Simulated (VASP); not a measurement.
# Hg (Fd-3m) in VASP: further runs

The runs below take Hg through relaxation of cell and atoms, single point, with RPBE.

All numbers are computed with VASP 6.6.1; they aren't measurements. Logs are shortened: lines on timing, memory, paths and dates and some standing lists are left out, and cuts for length are marked.

## 1. The cell of the first run

Symmetry: Fd-3m, No. 227, cubic system. Conventional cell: a = 6.293 Å, b = 6.293 Å, c = 6.293 Å, α = 90.00°, β = 90.00°, γ = 90.00°. Within 3.6 Å of Hg (site symmetry -43m) lie 4 Hg at 2.72 Å.

## 2. Relaxation of cell and atoms, RPBE

INCAR reads:

```
SYSTEM = Hg
PREC = Accurate ; ENCUT = 500
EDIFF = 1E-7 ; ISMEAR = -1
SIGMA = 0.1 ; LREAL = .False.
LASPH = .True. ; NELM = 120
ALGO = Normal ; ISIF = 3
LWAVE = .False. ; LCHARG = .False.
GGA = RP ; IBRION = 2
NSW = 80 ; EDIFFG = -0.01
GGA_COMPAT = .False. ; NELMIN = 4
```

KPOINTS reads:

```
regular mesh
0
Gamma
  9 9 9
  0 0 0
```

POSCAR reads:

```
Hg
1.0
    0.0000000000      3.1463715427      3.1463715427
    3.1463715427      0.0000000000      3.1463715427
    3.1463715427      3.1463715427      0.0000000000
Hg
2
Direct
    0.1250000000      0.1250000000      0.1250000000
    0.8750000000      0.8750000000      0.8750000000
```

Potentials or basis: VASP PAW PBE potentials, release 64 (Hg).

Run with:

```console
$ cat potpaw_PBE.64/Hg/POTCAR > POTCAR
$ mpirun -np 1 vasp_std > vasp.out
```

OUTCAR:

```text
SYSTEM = Hg
   PREC = Accurate
   ENCUT = 500
   EDIFF = 1E-7
   ISMEAR = -1
   LREAL = .False.
   LASPH = .True.
   NELM = 120
   ISIF = 3
   GGA = RP
   IBRION = 2
   NSW = 80
   EDIFFG = -0.01
   NELMIN = 4

 ion  position               nearest neighbor table
   1  0.125  0.125  0.125-   2 2.72   2 2.72   2 2.72   2 2.72
   2  0.875  0.875  0.875-   1 2.72   1 2.72   1 2.72   1 2.72

  LATTYP: Found a face centered cubic cell.
 ALAT       =     6.2927430854

  Lattice vectors:

 A1 = (   0.0000000000,   3.1463715427,   3.1463715427)
 A2 = (   3.1463715427,   0.0000000000,   3.1463715427)
 A3 = (   3.1463715427,   3.1463715427,   0.0000000000)

Analysis of symmetry for initial positions (statically):
=====================================================================
 Subroutine PRICEL returns:
 Original cell was already a primitive cell.

 Routine SETGRP: Setting up the symmetry group for a
 face centered cubic supercell.

 Subroutine GETGRP returns: Found 48 space group operations
 (whereof 12 operations were pure point group operations)
 out of a pool of 48 trial point group operations.

The static configuration has the point symmetry D_3d.
 The point group associated with its full space group is O_h .

Analysis of symmetry for dynamics (positions and initial velocities):
=====================================================================
 Subroutine PRICEL returns:
 Original cell was already a primitive cell.

 Routine SETGRP: Setting up the symmetry group for a
 face centered cubic supercell.

 Subroutine GETGRP returns: Found 48 space group operations
 (whereof 12 operations were pure point group operations)
 out of a pool of 48 trial point group operations.

The dynamic configuration has the point symmetry D_3d.
 The point group associated with its full space group is O_h .

 Subroutine INISYM returns: Found 48 space group operations
 (whereof 12 operations are pure point group operations),
 and found     1 'primitive' translations

----------------------------------------------------------------------------------------

                                     Primitive cell

  volume of cell :      62.2960

  direct lattice vectors                    reciprocal lattice vectors
     0.000000000  3.146371543  3.146371543    -0.158913209  0.158913209  0.158913209
     3.146371543  0.000000000  3.146371543     0.158913209 -0.158913209  0.158913209
     3.146371543  3.146371543  0.000000000     0.158913209  0.158913209 -0.158913209

  length of vectors
     4.449641308  4.449641308  4.449641308     0.275245753  0.275245753  0.275245753

  position of ions in fractional coordinates (direct lattice)
     0.125000000  0.125000000  0.125000000
     0.875000000  0.875000000  0.875000000

  ion indices of the primitive-cell ions
   primitive index   ion index
                 1           1
                 2           2

----------------------------------------------------------------------------------------

 KPOINTS: regular mesh

Automatic generation of k-mesh.
 Grid dimensions read from file:
 generate k-points for:    9    9    9

 Generating k-lattice:

  Cartesian coordinates                     Fractional coordinates (reciprocal lattice)
    -0.017657023  0.017657023  0.017657023     0.111111111  0.000000000  0.000000000
     0.017657023 -0.017657023  0.017657023     0.000000000  0.111111111  0.000000000
     0.017657023  0.017657023 -0.017657023     0.000000000  0.000000000  0.111111111

  Length of vectors
     0.030582861  0.030582861  0.030582861

  Shift w.r.t. Gamma in fractional coordinates (k-lattice)
     0.000000000  0.000000000  0.000000000

 Subroutine IBZKPT returns following result:
 ===========================================

 Found     35 irreducible k-points:

 Following reciprocal coordinates:
            Coordinates               Weight
  0.000000  0.000000  0.000000      1.000000
  0.111111  0.000000  0.000000      8.000000
  0.222222  0.000000  0.000000      8.000000
  0.333333  0.000000  0.000000      8.000000
  0.444444  0.000000  0.000000      8.000000
  0.111111  0.111111  0.000000      6.000000
[... 16 lines left out ...]
 -0.333333  0.333333  0.000000     12.000000
  0.444444  0.444444  0.000000      6.000000
 [... further k-points ...]
   k-points           NKPTS =     35   k-points in BZ     NKDIM =     35   number of bands    NBANDS=     16
   number of dos      NEDOS =    301   number of ions     NIONS =      2
   total plane-waves  NPLWV =  32768
   dimension x,y,z NGX =    32 NGY =   32 NGZ =   32
   dimension x,y,z NGXF=    64 NGYF=   64 NGZF=   64
   ions per type =               2
   NGX,Y,Z   is equivalent  to a cutoff of  11.96, 11.96, 11.96 a.u.
   NGXF,Y,Z  is equivalent  to a cutoff of  23.91, 23.91, 23.91 a.u.
 SYSTEM =  Hg
   PREC   = accura    normal or accurate (medium, high low for compatibility)
   ISTART =      0    job   : 0-new  1-cont  2-samecut
   ICHARG =      2    charge: 1-file 2-atom 10-const
   ISPIN  =      1    spin polarized calculation?
   LNONCOLLINEAR =      F non collinear calculations
   LSORBIT =      F    spin-orbit coupling
   LASPH  =      T    aspherical Exc in radial PAW
   ENCUT  =  500.0 eV  36.75 Ry    6.06 a.u.   8.11  8.11  8.11*2*pi/ulx,y,z
   NELM   =    120;   NELMIN=  4; NELMDL= -5     # of ELM steps
   EDIFF  = 0.1E-06   stopping-criterion for ELM
   LREAL  =      F    real-space projection
   EDIFFG = -.1E-01   stopping-criterion for IOM
   NSW    =     80    number of steps for IOM
   IBRION =      2    ionic relax: 0-MD 1-quasi-New 2-CG
   NFREE  =      1    steps in history (QN), initial steepest desc. (CG)
   ISIF   =      3    stress and relaxation
   ISYM   =      2    0-nonsym 1-usesym 2-fastsym
   POTIM  = 0.5000    time-step for ionic-motion
   TEBEG  =    0.0;   TEEND  =   0.0 temperature during run
   PSTRESS=    0.0 pullay stress
   NELECT =      24.0000    total number of electrons
   NUPDOWN=      -1.0000    fix difference up-down
   EMIN   =  10.00;   EMAX   =-10.00  energy-range for DOS
   EFERMI =   0.00;   METHOD = LEGACY
   ISMEAR =    -1;   SIGMA  =   0.10  broadening in eV -4-tet -1-fermi 0-gaus
   EFERMI_NEDOS =   21; number of points for ismear=-14 and -15
   IALGO  =     38    algorithm
   IMIX   =      4    mixing-type and parameters
     AMIX     =   0.40;   BMIX     =  1.00
     AMIX_MAG =   1.60;   BMIX_MAG =  1.00
  volume/ion in A,a.u.               =      31.15       210.20
  Fermi-wavevector in a.u.,A,eV,Ry     =   1.191220  2.251079 19.306730  1.419005
  Thomas-Fermi vector in A             =   2.327286
   LORBIT       =      0    0 simple, 1 ext, 2 COOP (PROOUT), +10 PAW based schemes
   GGA     = RP    functional components
   LHFCALC =     F    Hartree Fock is set to
   AEXX    =    0.0000 exact exchange contribution
   IVDW    =     0    specifies the selected vdW correction
   LEPSILON=     F    determine dielectric tensor
   LRPA    =     F    only Hartree local field effects (RPA)
 conjugate gradient relaxation of ions
 non-spin polarized calculation
  energy-cutoff  :      500.00
  volume of cell :       62.30
 maximum number of plane-waves:      1596
   NGX = 17   NGY = 17   NGZ = 17

--------------------------------------- Ionic step        1  -------------------------------------------

 number of electron      24.0000001 magnetization

 Free energy of the ion-electron system (eV)
  ---------------------------------------------------
  ext. energy  EPLUGINS =         0.00000000
  ---------------------------------------------------
  free energy    TOTEN  =         1.10849395 eV

  energy without entropy =        1.14407458  energy(sigma->0) =        1.12628426

------------------------ aborting loop because EDIFF is reached ----------------------------------------

  FORCE on cell =-STRESS in cart. coord.  units (eV):
  Direction    XX          YY          ZZ          XY          YZ          ZX
  --------------------------------------------------------------------------------------
  -------------------------------------------------------------------------------------
  Total        4.0413637      4.0413637      4.0413637      0.0000000      0.0000000      0.0000000
  in kB      103.9389925    103.9389925    103.9389925      0.0000000      0.0000000      0.0000000
  external PRESSURE =     103.9389925 kB  Pullay stress =       0.0000000 kB
[... 57 lines left out ...]
  energy  without entropy=        0.4813762430  energy(sigma->0) =        0.46618878

--------------------------------------- Ionic step        3  -------------------------------------------

 number of electron      23.9999983 magnetization

 E-fermi :   0.2375     XC(G=0):  -6.8574

 val. band max:        0.0943565826   @ k =  -0.1111   0.1111   0.0000
 cond. band min:       0.2838090559   @ k =  -0.3333   0.3333   0.0000
 fundamental gap:      0.1894524732
 Fermi energy:         0.2374621285

 k-point     1 :       0.0000    0.0000    0.0000
  band No.  band energies     occupation
      1      -7.1694      2.00000
      2      -7.1694      2.00000
      3      -7.1694      2.00000
      4      -7.1242      2.00000
      5      -7.1242      2.00000
      6      -6.4952      2.00000
[... 8 lines left out ...]
     15       4.0297      0.00000
     16       5.4117      0.00000
[... 420 lines left out ...]
  band No.  band energies     occupation
      1      -7.2427      2.00000
      2      -7.2427      2.00000
      3      -7.2108      2.00000
      4      -7.1111      2.00000
      5      -6.7769      2.00000
      6      -6.6667      2.00000
[... 8 lines left out ...]
     15       3.7094      0.00000
     16       3.9732      0.00000

 [... further k-points ...]

------------------------ aborting loop because EDIFF is reached ----------------------------------------

  FORCE on cell =-STRESS in cart. coord.  units (eV):
  Direction    XX          YY          ZZ          XY          YZ          ZX
  --------------------------------------------------------------------------------------
  -------------------------------------------------------------------------------------
  Total        0.8762505      0.8762505      0.8762505     -0.0000000      0.0000000      0.0000000
  in kB       15.1721078     15.1721078     15.1721078     -0.0000000      0.0000000      0.0000000
  external PRESSURE =      15.1721078 kB  Pullay stress =       0.0000000 kB
[... 17 lines left out ...]
  FREE ENERGIE OF THE ION-ELECTRON SYSTEM (eV)
  ---------------------------------------------------
  free  energy   TOTEN  =         0.3271003102 eV

  energy  without entropy=        0.3443941266  energy(sigma->0) =        0.33574722

[... ionic steps 4 to 8 ...]

--------------------------------------- Ionic step        9  -------------------------------------------

 number of electron      24.0000012 magnetization

------------------------ aborting loop because EDIFF is reached ----------------------------------------

  FORCE on cell =-STRESS in cart. coord.  units (eV):
  Direction    XX          YY          ZZ          XY          YZ          ZX
  --------------------------------------------------------------------------------------
  -------------------------------------------------------------------------------------
  Total        0.0479297      0.0479297      0.0479297     -0.0000000      0.0000000     -0.0000000
  in kB        0.4249942      0.4249942      0.4249942     -0.0000000      0.0000000     -0.0000000
  external PRESSURE =       0.4249942 kB  Pullay stress =       0.0000000 kB
[... 57 lines left out ...]
  energy  without entropy=        0.1205553295  energy(sigma->0) =        0.12055524

--------------------------------------- Ionic step       11  -------------------------------------------

 number of electron      24.0000001 magnetization

 Free energy of the ion-electron system (eV)
  ---------------------------------------------------
  ext. energy  EPLUGINS =         0.00000000
  ---------------------------------------------------
  free energy    TOTEN  =         0.12047468 eV

  energy without entropy =        0.12047487  energy(sigma->0) =        0.12047478

 E-fermi :  -2.2139     XC(G=0):  -4.7302

 val. band max:       -3.5138122575   @ k =   0.0000   0.0000   0.0000
 cond. band min:      -0.6628567404   @ k =  -0.3333   0.3333   0.0000
 fundamental gap:      2.8509555172
 Fermi energy:        -2.2138919544

 k-point     1 :       0.0000    0.0000    0.0000
  band No.  band energies     occupation
      1      -8.1774      2.00000
      2      -8.1774      2.00000
      3      -8.1774      2.00000
      4      -8.1621      2.00000
      5      -8.1621      2.00000
      6      -8.0098      2.00000
[... 8 lines left out ...]
     15       1.1413      0.00000
     16       2.1440      0.00000
[... 420 lines left out ...]
  band No.  band energies     occupation
      1      -8.2001      2.00000
      2      -8.2001      2.00000
      3      -8.1667      2.00000
      4      -8.1397      2.00000
      5      -8.0957      2.00000
      6      -8.0683      2.00000
[... 8 lines left out ...]
     15       0.8594      0.00000
     16       1.0269      0.00000

 [... further k-points ...]

------------------------ aborting loop because EDIFF is reached ----------------------------------------

  FORCE on cell =-STRESS in cart. coord.  units (eV):
  Direction    XX          YY          ZZ          XY          YZ          ZX
  --------------------------------------------------------------------------------------
  -------------------------------------------------------------------------------------
  Total       -0.0146804     -0.0146804     -0.0146804      0.0000000      0.0000000     -0.0000000
  in kB       -0.1283141     -0.1283141     -0.1283141      0.0000000      0.0000000     -0.0000000
  external PRESSURE =      -0.1283141 kB  Pullay stress =       0.0000000 kB
[... 17 lines left out ...]
  FREE ENERGIE OF THE ION-ELECTRON SYSTEM (eV)
  ---------------------------------------------------
  free  energy   TOTEN  =         0.1204746800 eV

  energy  without entropy=        0.1204748733  energy(sigma->0) =        0.12047478

 reached required accuracy - stopping structural energy minimisation
```

It took 2.2 min on 1 thread of Intel Xeon Platinum 8488C (Sapphire Rapids), shared host; peak memory 0.19 GiB.

What came out:

```
Free energy                           : 0.1205 eV
Relaxed volume                        : 91.65 Å³/atom
Relaxed cell                          : a = 6.376 Å, b = 6.376 Å, c = 6.376 Å, α = 60.00°, β = 60.00°, γ = 60.00°
Space group after relaxing (to 0.1 Å) : Fd-3m (No. 227)
Pressure after relaxing               : 0.0 GPa
Band gap on the k mesh                : 2.85 eV (least direct gap 3.89 eV)
```

Final structure:
```xyz
2
Lattice="0.0000 4.5087 4.5087 4.5087 0.0000 4.5087 4.5087 4.5087 0.0000" Properties=species:S:1:pos:R:3 pbc="T T T"
Hg    1.1272    1.1272    1.1272
Hg    7.8902    7.8902    7.8902
```

Levels at points of the mesh, in eV from the valence-band top:
| k point | band 10 | band 11 | band 12 | band 13 | band 14 | band 15 |
| --- | --- | --- | --- | --- | --- | --- |
| (0.00, 0.00, 0.00) | -4.49 | -2.68 | 0.00 | 4.66 | 4.66 | 4.66 |

Caveat: the volume moved by over 15 % at a fixed basis, so the end points are rough; the PAW data sets were made with another functional, which shifts forces and pressure a little; spin-orbit coupling is left out, which moves the levels of the heavy elements; an odd mesh through Γ misses points on the zone boundary, where band edges can lie.

## 3. Single point, RPBE

This run uses another cell than the first one, of 133.41 Å³/atom.

INCAR reads:

```
  PREC = Accurate
  ENCUT = 500
  EDIFF = 1E-6
  ISMEAR = -1
  SIGMA = 0.1
  LREAL = False
  LASPH = True
  NELM = 120
  ALGO = Normal
  ISIF = 2
  LWAVE = False
  LCHARG = False
  GGA = RP
  NBANDS = 19
  GGA_COMPAT = False
```

KPOINTS reads:

```
Automatic mesh
0
Gamma
  9 9 9
```

POSCAR reads:

```
Hg
1.0
    0.0000000000      5.1097394532      5.1097394532
    5.1097394532      0.0000000000      5.1097394532
    5.1097394532      5.1097394532      0.0000000000
Hg
2
Direct
    0.1250000000      0.1250000000      0.1250000000
    0.8750000000      0.8750000000      0.8750000000
```

Potentials or basis: VASP PAW PBE potentials, release 64 (Hg).

Run with:

```console
$ cat potpaw_PBE.64/Hg/POTCAR > POTCAR
$ mpirun -np 1 vasp_std > vasp.out
```

Run time: 76 s. Hardware: 1 thread of Intel Xeon Platinum 8488C (Sapphire Rapids), shared host; peak memory 0.46 GiB.

Results (log left out):

- Free energy: -0.0414 eV
- Pressure: 0.0 GPa
- Band gap on the k mesh: 3.88 eV (least direct gap 4.38 eV)

Levels at points of the mesh, in eV from the valence-band top:
| k point | band 9 | band 10 | band 11 | band 12 | band 13 | band 14 | band 15 | band 16 |
| --- | --- | --- | --- | --- | --- | --- | --- | --- |
| (0.00, 0.00, 0.00) | -3.79 | -3.79 | -1.36 | 0.00 | 5.13 | 5.13 | 5.13 | 5.86 |

Caveat: the PAW data sets were made with another functional, which shifts forces and pressure a little; spin-orbit coupling is left out, which moves the levels of the heavy elements; an odd mesh through Γ misses points on the zone boundary, where band edges can lie.
